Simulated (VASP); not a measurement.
# SnPb2O3 (P-3m1) in VASP: a series of runs

SnPb2O3 is run at these levels: PBE; tasks: single point.

All numbers are computed with VASP 6.6.1; they aren't measurements. Logs are shortened: lines on timing, memory, paths and dates and some standing lists are left out, and cuts for length are marked.

## (1) The cell of the first run

It takes space group P-3m1 (No. 164, trigonal). The conventional cell has a = 4.561 Å, b = 4.561 Å, c = 7.237 Å, α = 90.00°, β = 90.00°, γ = 120.00°. Sn (site symmetry -3m) has 6 Pb at 3.19 Å and 8 O at 3.62 to 3.66 Å within 4.2 Å. Within 3.6 Å of Pb (site symmetry 3m) lie 7 O at 2.74 to 3.20 Å and 3 Sn at 3.19 Å. O (site symmetry 3m) has 4 Pb at 2.74 to 2.90 Å and 6 O at 2.84 to 3.39 Å and 3 Sn at 3.66 Å within 3.7 Å. O (site symmetry -3m) has 6 O at 2.84 Å and 6 Pb at 3.20 Å and 2 Sn at 3.62 Å within 3.7 Å.

The cell was generated, and may not be a known phase.

## (2) Single point, PBE

INCAR

```
PREC = Accurate ; ENCUT = 520
EDIFF = 1E-6 ; ISMEAR = 0
SIGMA = 0.1 ; LREAL = F
LASPH = T ; NELM = 80
ALGO = Normal ; ISIF = 2
LWAVE = F ; LCHARG = T
GGA = PE ; LELF = T
LVHAR = T ; NBANDS = 39
```

KPOINTS

```
Automatic mesh
0
Gamma
  6 6 4
```

POSCAR

```
SnPb2O3
1.0
    4.5608859500      0.0000000000      0.0000000000
   -2.2804429800      3.9498431000      0.0000000000
    0.0000000000      0.0000000000      7.2371829200
Sn Pb O
1 2 3
Direct
    0.0000000000      0.0000000000      0.0000000000
    0.3333333300      0.6666666700      0.2479200100
    0.6666666700      0.3333333300      0.7520799900
    0.3333333300      0.6666666700      0.6480000000
    0.6666666700      0.3333333300      0.3520000000
    0.0000000000      0.0000000000      0.5000000000
```

Potentials or basis: VASP PAW PBE potentials, release 64 (Sn_d, Pb_d, O).

The run is started by

```bash
$ cat potpaw_PBE.64/Sn_d/POTCAR potpaw_PBE.64/Pb_d/POTCAR potpaw_PBE.64/O/POTCAR > POTCAR
$ mpirun -np 1 vasp_std > vasp.out
```

OUTCAR:

```text
PREC = Accurate
   ENCUT = 520
   EDIFF = 1E-6
   ISMEAR = 0
   LREAL = F
   LASPH = T
   NELM = 80
   ISIF = 2
   GGA = PE

 ion  position               nearest neighbor table
   1  0.000  0.000  0.000-   2 3.19   3 3.19   3 3.19   2 3.19   3 3.19   2 3.19
   2  0.333  0.667  0.248-   5 2.74   5 2.74   5 2.74   4 2.90   1 3.19   1 3.19   1 3.19
   3  0.667  0.333  0.752-   4 2.74   4 2.74   4 2.74   5 2.90   1 3.19   1 3.19   1 3.19
   4  0.333  0.667  0.648-   3 2.74   3 2.74   3 2.74   2 2.90
   5  0.667  0.333  0.352-   2 2.74   2 2.74   2 2.74   3 2.90
   6  0.000  0.000  0.500-

  LATTYP: Found a hexagonal cell.
 ALAT       =     4.5608859500
 C/A-ratio  =     1.5867932238

  Lattice vectors:

 A1 = (   4.5608859500,   0.0000000000,   0.0000000000)
 A2 = (  -2.2804429800,   3.9498431000,   0.0000000000)
 A3 = (   0.0000000000,   0.0000000000,   7.2371829200)

Analysis of symmetry for initial positions (statically):
=====================================================================
 Subroutine PRICEL returns:
 Original cell was already a primitive cell.

 Routine SETGRP: Setting up the symmetry group for a
 hexagonal supercell.

 Subroutine GETGRP returns: Found 12 space group operations
 (whereof 12 operations were pure point group operations)
 out of a pool of 24 trial point group operations.

The static configuration has the point symmetry D_3d.

Analysis of symmetry for dynamics (positions and initial velocities):
=====================================================================
 Subroutine PRICEL returns:
 Original cell was already a primitive cell.

 Routine SETGRP: Setting up the symmetry group for a
 hexagonal supercell.

 Subroutine GETGRP returns: Found 12 space group operations
 (whereof 12 operations were pure point group operations)
 out of a pool of 24 trial point group operations.

The dynamic configuration has the point symmetry D_3d.

 Subroutine INISYM returns: Found 12 space group operations
 (whereof 12 operations are pure point group operations),
 and found     1 'primitive' translations

----------------------------------------------------------------------------------------

                                     Primitive cell

  volume of cell :     130.3763

  direct lattice vectors                    reciprocal lattice vectors
     4.560885950  0.000000000  0.000000000     0.219255647  0.126587307  0.000000000
    -2.280442980  3.949843100  0.000000000     0.000000000  0.253174613  0.000000000
     0.000000000  0.000000000  7.237182920     0.000000000  0.000000000  0.138175311

  length of vectors
     4.560885950  4.560885956  7.237182920     0.253174614  0.253174613  0.138175311

  position of ions in fractional coordinates (direct lattice)
     0.000000000  0.000000000  0.000000000
     0.333333330  0.666666670  0.247920010
     0.666666670  0.333333330  0.752079990
     0.333333330  0.666666670  0.648000000
     0.666666670  0.333333330  0.352000000
     0.000000000  0.000000000  0.500000000

  ion indices of the primitive-cell ions
   primitive index   ion index
                 1           1
                 2           2
                 3           3
                 4           4
                 5           5
                 6           6

----------------------------------------------------------------------------------------

 KPOINTS: Automatic mesh

Automatic generation of k-mesh.
 Grid dimensions read from file:
 generate k-points for:    6    6    4

 Generating k-lattice:

  Cartesian coordinates                     Fractional coordinates (reciprocal lattice)
     0.036542608  0.021097884  0.000000000     0.166666667  0.000000000  0.000000000
     0.000000000  0.042195769  0.000000000     0.000000000  0.166666667  0.000000000
     0.000000000  0.000000000  0.034543828     0.000000000  0.000000000  0.250000000

  Length of vectors
     0.042195769  0.042195769  0.034543828

  Shift w.r.t. Gamma in fractional coordinates (k-lattice)
     0.000000000  0.000000000  0.000000000

 Subroutine IBZKPT returns following result:
 ===========================================

 Found     24 irreducible k-points:

 Following reciprocal coordinates:
            Coordinates               Weight
  0.000000  0.000000  0.000000      1.000000
  0.166667  0.000000  0.000000      6.000000
  0.333333  0.000000  0.000000      6.000000
  0.500000  0.000000  0.000000      3.000000
  0.166667  0.166667  0.000000      6.000000
  0.333333  0.166667  0.000000     12.000000
[... 16 lines left out ...]
  0.333333  0.166667  0.500000     12.000000
  0.333333  0.333333  0.500000      2.000000
   k-points           NKPTS =     24   k-points in BZ     NKDIM =     24   number of bands    NBANDS=     39
   number of dos      NEDOS =    301   number of ions     NIONS =      6
   total plane-waves  NPLWV =  69984
   dimension x,y,z NGX =    36 NGY =   36 NGZ =   54
   dimension x,y,z NGXF=    72 NGYF=   72 NGZF=  108
   ions per type =               1   2   3
   NGX,Y,Z   is equivalent  to a cutoff of  13.12, 13.12, 12.40 a.u.
   NGXF,Y,Z  is equivalent  to a cutoff of  26.24, 26.24, 24.81 a.u.
 SYSTEM =  unknown system
   PREC   = accura    normal or accurate (medium, high low for compatibility)
   ISTART =      0    job   : 0-new  1-cont  2-samecut
   ICHARG =      2    charge: 1-file 2-atom 10-const
   ISPIN  =      1    spin polarized calculation?
   LNONCOLLINEAR =      F non collinear calculations
   LSORBIT =      F    spin-orbit coupling
   LASPH  =      T    aspherical Exc in radial PAW
   ENCUT  =  520.0 eV  38.22 Ry    6.18 a.u.   8.48  8.48 13.46*2*pi/ulx,y,z
   NELM   =     80;   NELMIN=  2; NELMDL= -5     # of ELM steps
   EDIFF  = 0.1E-05   stopping-criterion for ELM
   LREAL  =      F    real-space projection
   EDIFFG = 0.1E-04   stopping-criterion for IOM
   NSW    =      0    number of steps for IOM
   IBRION =     -1    ionic relax: 0-MD 1-quasi-New 2-CG
   NFREE  =      0    steps in history (QN), initial steepest desc. (CG)
   ISIF   =      2    stress and relaxation
   ISYM   =      2    0-nonsym 1-usesym 2-fastsym
   POTIM  = 0.5000    time-step for ionic-motion
   TEBEG  =    0.0;   TEEND  =   0.0 temperature during run
   PSTRESS=    0.0 pullay stress
   NELECT =      60.0000    total number of electrons
   NUPDOWN=      -1.0000    fix difference up-down
   EMIN   =  10.00;   EMAX   =-10.00  energy-range for DOS
   EFERMI =   0.00;   METHOD = LEGACY
   ISMEAR =     0;   SIGMA  =   0.10  broadening in eV -4-tet -1-fermi 0-gaus
   EFERMI_NEDOS =   21; number of points for ismear=-14 and -15
   IALGO  =     38    algorithm
   IMIX   =      4    mixing-type and parameters
     AMIX     =   0.40;   BMIX     =  1.00
     AMIX_MAG =   1.60;   BMIX_MAG =  1.00
  volume/ion in A,a.u.               =      21.73       146.64
  Fermi-wavevector in a.u.,A,eV,Ry     =   1.263938  2.388496 21.735835  1.597539
  Thomas-Fermi vector in A             =   2.397269
   LORBIT       =      0    0 simple, 1 ext, 2 COOP (PROOUT), +10 PAW based schemes
   GGA     = PE    functional components
   LHFCALC =     F    Hartree Fock is set to
   AEXX    =    0.0000 exact exchange contribution
   IVDW    =     0    specifies the selected vdW correction
   LEPSILON=     F    determine dielectric tensor
   LRPA    =     F    only Hartree local field effects (RPA)
 non-spin polarized calculation
 Gauss-broadening in eV      SIGMA  =   0.10
  energy-cutoff  :      520.00
  volume of cell :      130.38
 maximum number of plane-waves:      3578
 NGX is ok and might be reduce to    36
   NGX = 17   NGY = 17   NGZ = 27

 number of electron      60.0000001 magnetization

 Free energy of the ion-electron system (eV)
  ---------------------------------------------------
  ext. energy  EPLUGINS =         0.00000000
  ---------------------------------------------------
  free energy    TOTEN  =       -23.41941457 eV

  energy without entropy =      -23.38599732  energy(sigma->0) =      -23.40270594

 E-fermi :   4.0808     XC(G=0):  -9.7087

 val. band max:        4.0552355350   @ k =   0.3333   0.1667   0.0000
 cond. band min:       4.0845051318   @ k =   0.5000   0.0000   0.5000
 fundamental gap:      0.0292695968
 Fermi energy:         4.0807744304

 k-point     1 :       0.0000    0.0000    0.0000
  band No.  band energies     occupation
      1     -18.0405      2.00000
      2     -18.0405      2.00000
      3     -18.0334      2.00000
      4     -17.9811      2.00000
      5     -17.9811      2.00000
      6     -12.7066      2.00000
[... 31 lines left out ...]
     38       9.3694      0.00000
     39       9.3694      0.00000

 k-point     2 :       0.1667    0.0000    0.0000
  band No.  band energies     occupation
      1     -18.0408      2.00000
      2     -18.0404      2.00000
      3     -18.0324      2.00000
      4     -17.9810      2.00000
      5     -17.9794      2.00000
      6     -12.7139      2.00000
[... 31 lines left out ...]
     38       9.5079      0.00000
     39       9.6228      0.00000

 k-point     3 :       0.3333    0.0000    0.0000
  band No.  band energies     occupation
      1     -18.0415      2.00000
      2     -18.0403      2.00000
      3     -18.0305      2.00000
      4     -17.9809      2.00000
      5     -17.9759      2.00000
      6     -12.7389      2.00000
[... 31 lines left out ...]
     38      10.4177      0.00000
     39      10.9737      0.00000

 k-point     4 :       0.5000    0.0000    0.0000
  band No.  band energies     occupation
      1     -18.0419      2.00000
      2     -18.0402      2.00000
      3     -18.0296      2.00000
      4     -17.9808      2.00000
      5     -17.9741      2.00000
      6     -12.7544      2.00000
[... 31 lines left out ...]
     38      10.6594      0.00000
     39      10.9110      0.00000
[... 754 lines left out ...]
     38      10.3340      0.00000
     39      10.4717      0.00000

 k-point    23 :       0.3333    0.1667    0.5000
  band No.  band energies     occupation
      1     -18.0416      2.00000
      2     -18.0405      2.00000
      3     -18.0294      2.00000
      4     -17.9797      2.00000
      5     -17.9753      2.00000
      6     -12.7359      2.00000
[... 31 lines left out ...]
     38      10.7352      0.00000
     39      11.1035      0.00000

 k-point    24 :       0.3333    0.3333    0.5000
  band No.  band energies     occupation
      1     -18.0411      2.00000
      2     -18.0411      2.00000
      3     -18.0289      2.00000
      4     -17.9771      2.00000
      5     -17.9771      2.00000
      6     -12.7259      2.00000
[... 31 lines left out ...]
     38      10.2826      0.00000
     39      11.4624      0.00000

------------------------ aborting loop because EDIFF is reached ----------------------------------------

  FORCE on cell =-STRESS in cart. coord.  units (eV):
  Direction    XX          YY          ZZ          XY          YZ          ZX
  --------------------------------------------------------------------------------------
  -------------------------------------------------------------------------------------
  Total       -6.8783408     -6.8783408    -11.0608033      0.0000000      0.0000000     -0.0000000
  in kB      -84.5270405    -84.5270407   -135.9247820      0.0000001      0.0000000     -0.0000000
  external PRESSURE =    -101.6596211 kB  Pullay stress =       0.0000000 kB

 VOLUME and BASIS-vectors are now :
 -----------------------------------------------------------------------------
  energy-cutoff  :      520.00
  volume of cell :      130.38
      direct lattice vectors                 reciprocal lattice vectors
     4.560885950  0.000000000  0.000000000     0.219255647  0.126587307  0.000000000
    -2.280442980  3.949843100  0.000000000     0.000000000  0.253174613  0.000000000
     0.000000000  0.000000000  7.237182920     0.000000000  0.000000000  0.138175311

 POSITION                                       TOTAL-FORCE (eV/Angst)
 -----------------------------------------------------------------------------------
      0.00000      0.00000      0.00000        -0.000000      0.000000      0.000000
     -0.00000      2.63323      1.79424        -0.000000      0.000000      3.215554
      2.28044      1.31661      5.44294         0.000000      0.000000     -3.215554
     -0.00000      2.63323      4.68969        -0.000000     -0.000000      0.823076
      2.28044      1.31661      2.54749        -0.000000      0.000000     -0.823076
      0.00000      0.00000      3.61859        -0.000000      0.000000      0.000000
 -----------------------------------------------------------------------------------
    total drift:                               -0.000000      0.000000      0.000000

  FREE ENERGIE OF THE ION-ELECTRON SYSTEM (eV)
  ---------------------------------------------------
  free  energy   TOTEN  =       -23.4194145674 eV

  energy  without entropy=      -23.3859973201  energy(sigma->0) =      -23.40270594
```

It took 4.6 min on 1 thread of Oxide Virtual Turin-like, shared host; peak memory 0.28 GiB.

Results:

```yaml
Free_energy: -23.4194 eV
Pressure: -10.2 GPa
Largest_force: 3.216 eV/Å
Band_gap_on_the_k_mesh: zero (bands 30 and 31 overlap by 0.09 eV)
```

Forces in eV/Å, atoms in the order of the input:
```
Sn   0.000  0.000  0.000
Pb   0.000  0.000  3.216
Pb   0.000  0.000 -3.216
O    0.000  0.000  0.823
O    0.000  0.000 -0.823
O    0.000  0.000  0.000
```

Stress tensor (GPa, compression positive):
```
 -8.45   0.00   0.00
  0.00  -8.45   0.00
  0.00   0.00 -13.59
```

Levels at points of the mesh, in eV from the Fermi level:
```tsv
k point	band 26	band 27	band 28	band 29	band 30	band 31	band 32	band 33	band 34	band 35
(0.00, 0.00, 0.00)	-1.64	-0.94	-0.67	-0.58	-0.58	0.56	0.56	1.42	2.68	2.84
(0.50, 0.00, 0.00)	-1.44	-1.31	-0.73	-0.36	-0.17	0.26	0.51	0.80	3.14	3.58
(0.00, 0.00, 0.50)	-1.72	-0.97	-0.54	-0.53	-0.53	0.36	0.36	1.87	2.87	2.98
(0.50, 0.00, 0.50)	-1.54	-1.43	-0.57	-0.06	0.00	0.07	0.09	0.19	2.62	3.96
```

Caveat: the stress differs along the axes, from -14 to -8 GPa; semilocal functionals underestimate gaps, and a narrow one can read as zero; spin-orbit coupling is left out, which moves the levels of the heavy elements; forces of over 1 eV/Å act on the atoms, so gaps and moduli don't describe the material at rest.

(Part 1 of 2 ends here.)

The gap in the log of VASP goes by the Fermi energy; the results here count the filled bands.